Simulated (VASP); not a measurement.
Cs11I12 (a cell with a defect), 23 atoms in the cell. The cell holds a defect, 23 atoms: a = 11.031 Å, b = 11.031 Å, c = 11.031 Å, α = 80.41°, β = 70.53°, γ = 60.00°. 

* Program: VASP 6.6.1
* Task: single point
* Functional: PBEsol
* Potentials or basis: VASP PAW PBE potentials, release 64 (Cs_sv, I)
* Cutoff: 520 eV
* k mesh: 2 × 2 × 2
* Occupations: gaussian, width 0.05 eV
* Spin: no spin polarisation
* Dipole correction: no
* Charge: -1
* Further INCAR settings: LREAL = Auto; ALGO = Normal; EDIFF = 1e-06; NBANDS = 108; NELECT = 184.0

Potentials or basis: VASP PAW PBE potentials, release 64 (Cs_sv, I).

Run with:

```sh
$ cat potpaw_PBE.64/Cs_sv/POTCAR potpaw_PBE.64/I/POTCAR > POTCAR
$ mpirun -np 1 vasp_std > vasp.out
```

Hardware: 1 thread of Intel(R) Xeon(R) Platinum 8488C (Sapphire Rapids), on a shared host.

How long does it take, and how much memory?

Run time: 20 min on 1 thread of Intel(R) Xeon(R) Platinum 8488C (Sapphire Rapids), with other jobs on the host, peak memory 1.3 GiB. Counts: scf iterations 16, k points 6.
